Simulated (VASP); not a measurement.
# Sr2TlO6 (Fm-3m) in VASP: single point with PBE

Aim: the single point of Sr2TlO6 with PBE.

Everything below comes from runs of VASP 6.6.1. Logs are shortened: lines on timing, memory, paths and dates and some standing lists are left out, and cuts for length are marked.

## (1) The cell of the first run

Symmetry: Fm-3m, No. 225, cubic system. The conventional cell has a = 8.064 Å, b = 8.064 Å, c = 8.064 Å, α = 90.00°, β = 90.00°, γ = 90.00°. Within 3.8 Å of Sr (site symmetry -43m) lie 12 O at 2.85 Å and 4 Tl at 3.49 Å. Tl (site symmetry m-3m) has 6 O at 2.06 Å within 2.7 Å. O (site symmetry 4mm) has 1 Tl at 2.06 Å and 8 O at 2.80 to 2.91 Å and 4 Sr at 2.85 Å within 3.0 Å.

The cell was built from a structure type or drawn by symmetry, and may not be a known phase.

## (2) Single point, PBE

INCAR

```
PREC = Accurate
ENCUT = 520
EDIFF = 1E-6
ISMEAR = 0
SIGMA = 0.1
LREAL = False
LASPH = True
NELM = 100
ALGO = Normal
ISIF = 2
LWAVE = False
LCHARG = False
GGA = PE
NBANDS = 44
```

KPOINTS

```
regular mesh
0
Gamma
  8 8 8
```

POSCAR

```
Sr2TlO6
1.0
    0.0000000000      4.0319902034      4.0319902034
    4.0319902034      0.0000000000      4.0319902034
    4.0319902034      4.0319902034      0.0000000000
Sr Tl O
2 1 6
Direct
    0.2500000000      0.2500000000      0.2500000000
    0.7500000000      0.7500000000      0.7500000000
    0.0000000000      0.0000000000      0.0000000000
    0.7451074374      0.2548925626      0.2548925626
    0.2548925626      0.7451074374      0.2548925626
    0.2548925626      0.7451074374      0.7451074374
    0.7451074374      0.2548925626      0.7451074374
    0.2548925626      0.2548925626      0.7451074374
    0.7451074374      0.7451074374      0.2548925626
```

Potentials or basis: VASP PAW PBE potentials, release 64 (Sr_sv, Tl_d, O).

Launch:

```console
> cat potpaw_PBE.64/Sr_sv/POTCAR potpaw_PBE.64/Tl_d/POTCAR potpaw_PBE.64/O/POTCAR > POTCAR
> mpirun -np 1 vasp_std > vasp.out
```

OUTCAR:

```text
PREC = Accurate
   ENCUT = 520
   EDIFF = 1E-6
   ISMEAR = 0
   LREAL = False
   LASPH = True
   NELM = 100
   ISIF = 2
   GGA = PE

 ion  position               nearest neighbor table
   1  0.250  0.250  0.250-   4 2.85   5 2.85   8 2.85   6 2.85   7 2.85   8 2.85   5 2.85   6 2.85
                             9 2.85   4 2.85   7 2.85   9 2.85   3 3.49   3 3.49   3 3.49   3 3.49
   2  0.750  0.750  0.750-   5 2.85   6 2.85   8 2.85   4 2.85   7 2.85   8 2.85   4 2.85   5 2.85
                             9 2.85   6 2.85   7 2.85   9 2.85   3 3.49   3 3.49   3 3.49   3 3.49
   3  0.000  0.000  0.000-   4 2.06   5 2.06   6 2.06   7 2.06   8 2.06   9 2.06   1 3.49   2 3.49
                             2 3.49   2 3.49   2 3.49   1 3.49   1 3.49   1 3.49
   4  0.745  0.255  0.255-   3 2.06   1 2.85   1 2.85   2 2.85   2 2.85
   5  0.255  0.745  0.255-   3 2.06   1 2.85   1 2.85   2 2.85   2 2.85
   6  0.255  0.745  0.745-   3 2.06   1 2.85   2 2.85   1 2.85   2 2.85
   7  0.745  0.255  0.745-   3 2.06   1 2.85   2 2.85   1 2.85   2 2.85
   8  0.255  0.255  0.745-   3 2.06   1 2.85   1 2.85   2 2.85   2 2.85
   9  0.745  0.745  0.255-   3 2.06   1 2.85   2 2.85   1 2.85   2 2.85

  LATTYP: Found a face centered cubic cell.
 ALAT       =     8.0639804068

  Lattice vectors:

 A1 = (   0.0000000000,   4.0319902034,   4.0319902034)
 A2 = (   4.0319902034,   0.0000000000,   4.0319902034)
 A3 = (   4.0319902034,   4.0319902034,   0.0000000000)

Analysis of symmetry for initial positions (statically):
=====================================================================
 Subroutine PRICEL returns:
 Original cell was already a primitive cell.

 Routine SETGRP: Setting up the symmetry group for a
 face centered cubic supercell.

 Subroutine GETGRP returns: Found 48 space group operations
 (whereof 48 operations were pure point group operations)
 out of a pool of 48 trial point group operations.

The static configuration has the point symmetry O_h .

Analysis of symmetry for dynamics (positions and initial velocities):
=====================================================================
 Subroutine PRICEL returns:
 Original cell was already a primitive cell.

 Routine SETGRP: Setting up the symmetry group for a
 face centered cubic supercell.

 Subroutine GETGRP returns: Found 48 space group operations
 (whereof 48 operations were pure point group operations)
 out of a pool of 48 trial point group operations.

The dynamic configuration has the point symmetry O_h .

 Subroutine INISYM returns: Found 48 space group operations
 (whereof 48 operations are pure point group operations),
 and found     1 'primitive' translations

----------------------------------------------------------------------------------------

                                     Primitive cell

  volume of cell :     131.0957

  direct lattice vectors                    reciprocal lattice vectors
     0.000000000  4.031990203  4.031990203    -0.124008238  0.124008238  0.124008238
     4.031990203  0.000000000  4.031990203     0.124008238 -0.124008238  0.124008238
     4.031990203  4.031990203  0.000000000     0.124008238  0.124008238 -0.124008238

  length of vectors
     5.702095229  5.702095229  5.702095229     0.214788568  0.214788568  0.214788568

  position of ions in fractional coordinates (direct lattice)
     0.250000000  0.250000000  0.250000000
     0.750000000  0.750000000  0.750000000
     0.000000000  0.000000000  0.000000000
     0.745107437  0.254892563  0.254892563
     0.254892563  0.745107437  0.254892563
     0.254892563  0.745107437  0.745107437
     0.745107437  0.254892563  0.745107437
     0.254892563  0.254892563  0.745107437
     0.745107437  0.745107437  0.254892563

  ion indices of the primitive-cell ions
   primitive index   ion index
                 1           1
                 2           2
                 3           3
                 4           4
                 5           5
                 6           6
                 7           7
                 8           8
                 9           9

----------------------------------------------------------------------------------------

 KPOINTS: regular mesh

Automatic generation of k-mesh.
 Grid dimensions read from file:
 generate k-points for:    8    8    8

 Generating k-lattice:

  Cartesian coordinates                     Fractional coordinates (reciprocal lattice)
    -0.015501030  0.015501030  0.015501030     0.125000000  0.000000000  0.000000000
     0.015501030 -0.015501030  0.015501030     0.000000000  0.125000000  0.000000000
     0.015501030  0.015501030 -0.015501030     0.000000000  0.000000000  0.125000000

  Length of vectors
     0.026848571  0.026848571  0.026848571

  Shift w.r.t. Gamma in fractional coordinates (k-lattice)
     0.000000000  0.000000000  0.000000000

 Subroutine IBZKPT returns following result:
 ===========================================

 Found     29 irreducible k-points:

 Following reciprocal coordinates:
            Coordinates               Weight
  0.000000  0.000000  0.000000      1.000000
  0.125000  0.000000  0.000000      8.000000
  0.250000  0.000000  0.000000      8.000000
  0.375000  0.000000  0.000000      8.000000
  0.500000  0.000000  0.000000      4.000000
  0.125000  0.125000  0.000000      6.000000
[... 16 lines left out ...]
  0.500000  0.250000  0.125000     48.000000
 -0.375000  0.250000  0.125000     24.000000
 [... further k-points ...]
   k-points           NKPTS =     29   k-points in BZ     NKDIM =     29   number of bands    NBANDS=     44
   number of dos      NEDOS =    301   number of ions     NIONS =      9
   total plane-waves  NPLWV =  74088
   dimension x,y,z NGX =    42 NGY =   42 NGZ =   42
   dimension x,y,z NGXF=    84 NGYF=   84 NGZF=   84
   ions per type =               2   1   6
   NGX,Y,Z   is equivalent  to a cutoff of  12.25, 12.25, 12.25 a.u.
   NGXF,Y,Z  is equivalent  to a cutoff of  24.49, 24.49, 24.49 a.u.
 SYSTEM =  unknown system
   PREC   = accura    normal or accurate (medium, high low for compatibility)
   ISTART =      0    job   : 0-new  1-cont  2-samecut
   ICHARG =      2    charge: 1-file 2-atom 10-const
   ISPIN  =      1    spin polarized calculation?
   LNONCOLLINEAR =      F non collinear calculations
   LSORBIT =      F    spin-orbit coupling
   LASPH  =      T    aspherical Exc in radial PAW
   ENCUT  =  520.0 eV  38.22 Ry    6.18 a.u.  10.60 10.60 10.60*2*pi/ulx,y,z
   NELM   =    100;   NELMIN=  2; NELMDL= -5     # of ELM steps
   EDIFF  = 0.1E-05   stopping-criterion for ELM
   LREAL  =      F    real-space projection
   EDIFFG = 0.1E-04   stopping-criterion for IOM
   NSW    =      0    number of steps for IOM
   IBRION =     -1    ionic relax: 0-MD 1-quasi-New 2-CG
   NFREE  =      0    steps in history (QN), initial steepest desc. (CG)
   ISIF   =      2    stress and relaxation
   ISYM   =      2    0-nonsym 1-usesym 2-fastsym
   POTIM  = 0.5000    time-step for ionic-motion
   TEBEG  =    0.0;   TEEND  =   0.0 temperature during run
   PSTRESS=    0.0 pullay stress
   NELECT =      69.0000    total number of electrons
   NUPDOWN=      -1.0000    fix difference up-down
   EMIN   =  10.00;   EMAX   =-10.00  energy-range for DOS
   EFERMI =   0.00;   METHOD = LEGACY
   ISMEAR =     0;   SIGMA  =   0.10  broadening in eV -4-tet -1-fermi 0-gaus
   EFERMI_NEDOS =   21; number of points for ismear=-14 and -15
   IALGO  =     38    algorithm
   IMIX   =      4    mixing-type and parameters
     AMIX     =   0.40;   BMIX     =  1.00
     AMIX_MAG =   1.60;   BMIX_MAG =  1.00
  volume/ion in A,a.u.               =      14.57        98.30
  Fermi-wavevector in a.u.,A,eV,Ry     =   1.321788  2.497817 23.771050  1.747123
  Thomas-Fermi vector in A             =   2.451516
   LORBIT       =      0    0 simple, 1 ext, 2 COOP (PROOUT), +10 PAW based schemes
   GGA     = PE    functional components
   LHFCALC =     F    Hartree Fock is set to
   AEXX    =    0.0000 exact exchange contribution
   IVDW    =     0    specifies the selected vdW correction
   LEPSILON=     F    determine dielectric tensor
   LRPA    =     F    only Hartree local field effects (RPA)
 non-spin polarized calculation
 Gauss-broadening in eV      SIGMA  =   0.10
  energy-cutoff  :      520.00
  volume of cell :      131.10
 maximum number of plane-waves:      3582
   NGX = 21   NGY = 21   NGZ = 21

 number of electron      68.9999997 magnetization

 Free energy of the ion-electron system (eV)
  ---------------------------------------------------
  ext. energy  EPLUGINS =         0.00000000
  ---------------------------------------------------
  free energy    TOTEN  =       -42.46306237 eV

  energy without entropy =      -42.43258770  energy(sigma->0) =      -42.44782503

 E-fermi :   1.6856     XC(G=0): -10.2780

 val. band max:        1.6802519714   @ k =   0.5000   0.2500   0.0000
 cond. band min:       1.7178679648   @ k =   0.3750   0.1250   0.0000
 fundamental gap:      0.0376159934
 Fermi energy:         1.6856433067

 k-point     1 :       0.0000    0.0000    0.0000
  band No.  band energies     occupation
      1     -30.7754      2.00000
      2     -30.7378      2.00000
      3     -15.6575      2.00000
      4     -14.8454      2.00000
      5     -14.8454      2.00000
      6     -14.4306      2.00000
[... 36 lines left out ...]
     43       8.7598      0.00000
     44       9.4264      0.00000

 k-point     2 :       0.1250    0.0000    0.0000
  band No.  band energies     occupation
      1     -30.7738      2.00000
      2     -30.7390      2.00000
      3     -15.6507      2.00000
      4     -14.8735      2.00000
      5     -14.8735      2.00000
      6     -14.5189      2.00000
[... 36 lines left out ...]
     43       8.9220      0.00000
     44       9.5873      0.00000

 k-point     3 :       0.2500    0.0000    0.0000
  band No.  band energies     occupation
      1     -30.7693      2.00000
      2     -30.7428      2.00000
      3     -15.6271      2.00000
      4     -14.9328      2.00000
      5     -14.9328      2.00000
      6     -14.7156      2.00000
[... 36 lines left out ...]
     43       9.2986      0.00000
     44       9.8864      0.00000

 k-point     4 :       0.3750    0.0000    0.0000
  band No.  band energies     occupation
      1     -30.7629      2.00000
      2     -30.7485      2.00000
      3     -15.5867      2.00000
      4     -14.9843      2.00000
      5     -14.9843      2.00000
      6     -14.9066      2.00000
[... 882 lines left out ...]
     43       9.7138      0.00000
     44      10.2307      0.00000

 k-point    23 :       0.5000    0.2500    0.1250
  band No.  band energies     occupation
      1     -30.7613      2.00000
      2     -30.7498      2.00000
      3     -15.5890      2.00000
      4     -15.1662      2.00000
      5     -14.9674      2.00000
      6     -14.7022      2.00000
[... 36 lines left out ...]
     43      10.0564      0.00000
     44      10.3008      0.00000

 k-point    24 :      -0.3750    0.2500    0.1250
  band No.  band energies     occupation
      1     -30.7554      2.00000
      2     -30.7554      2.00000
      3     -15.5604      2.00000
      4     -15.2320      2.00000
      5     -14.9800      2.00000
      6     -14.7397      2.00000
[... 36 lines left out ...]
     43      10.2107      0.00000
     44      10.5405      0.00000

 [... further k-points ...]

------------------------ aborting loop because EDIFF is reached ----------------------------------------

  FORCE on cell =-STRESS in cart. coord.  units (eV):
  Direction    XX          YY          ZZ          XY          YZ          ZX
  --------------------------------------------------------------------------------------
  -------------------------------------------------------------------------------------
  Total        0.3022596      0.3022596      0.3022596      0.0000000      0.0000000     -0.0000000
  in kB        3.6940463      3.6940463      3.6940463      0.0000000      0.0000000     -0.0000000
  external PRESSURE =       3.6940463 kB  Pullay stress =       0.0000000 kB

 VOLUME and BASIS-vectors are now :
 -----------------------------------------------------------------------------
  energy-cutoff  :      520.00
  volume of cell :      131.10
      direct lattice vectors                 reciprocal lattice vectors
     0.000000000  4.031990203  4.031990203    -0.124008238  0.124008238  0.124008238
     4.031990203  0.000000000  4.031990203     0.124008238 -0.124008238  0.124008238
     4.031990203  4.031990203  0.000000000     0.124008238  0.124008238 -0.124008238

 POSITION                                       TOTAL-FORCE (eV/Angst)
 -----------------------------------------------------------------------------------
      2.01600      2.01600      2.01600         0.000000      0.000000     -0.000000
      6.04799      6.04799      6.04799         0.000000      0.000000      0.000000
      0.00000      0.00000      0.00000         0.000000      0.000000     -0.000000
      2.05545      4.03199      4.03199         0.062082      0.000000      0.000000
      4.03199      2.05545      4.03199         0.000000      0.062082      0.000000
      6.00853      4.03199      4.03199        -0.062082      0.000000      0.000000
      4.03199      6.00853      4.03199         0.000000     -0.062082      0.000000
      4.03199      4.03199      2.05545         0.000000      0.000000      0.062082
      4.03199      4.03199      6.00853         0.000000      0.000000     -0.062082
 -----------------------------------------------------------------------------------
    total drift:                                0.000000      0.000000      0.000000

  FREE ENERGIE OF THE ION-ELECTRON SYSTEM (eV)
  ---------------------------------------------------
  free  energy   TOTEN  =       -42.4630623664 eV

  energy  without entropy=      -42.4325876981  energy(sigma->0) =      -42.44782503
```

Run time: 1.9 min. Hardware: 1 thread of Intel Xeon Platinum 8488C (Sapphire Rapids), shared host; peak memory 0.33 GiB.

Results:

- Free energy: -42.4631 eV
- Pressure: 0.4 GPa
- Largest force: 0.062 eV/Å
- Band gap on the k mesh: zero (an odd number of electrons rules out a gap without spin polarisation)

Forces on the atoms (eV/Å):
```
Sr   0.000  0.000  0.000
Sr   0.000  0.000  0.000
Tl   0.000  0.000  0.000
O    0.062  0.000  0.000
O    0.000  0.062  0.000
O   -0.062  0.000  0.000
O    0.000 -0.062  0.000
O    0.000  0.000  0.062
O    0.000  0.000 -0.062
```

Levels at points of the mesh, in eV from the Fermi level:
| k point | band 31 | band 32 | band 33 | band 34 | band 35 | band 36 | band 37 | band 38 | band 39 | band 40 |
| --- | --- | --- | --- | --- | --- | --- | --- | --- | --- | --- |
| (0.00, 0.00, 0.00) | -0.18 | -0.18 | 0.25 | 0.25 | 0.25 | 1.06 | 1.06 | 4.80 | 5.98 | 5.98 |
| (0.50, 0.00, 0.00) | -0.78 | -0.29 | -0.28 | -0.28 | -0.19 | 0.80 | 0.80 | 6.17 | 7.59 | 7.59 |
| (0.50, 0.50, 0.00) | -0.61 | -0.61 | -0.54 | -0.54 | -0.48 | 0.18 | 1.05 | 6.52 | 7.48 | 7.50 |

Caveat: spin-orbit coupling is left out, which moves the levels of the heavy elements; an odd number of electrons without spin polarisation forces a metal; a magnetic or distorted state may lie lower.
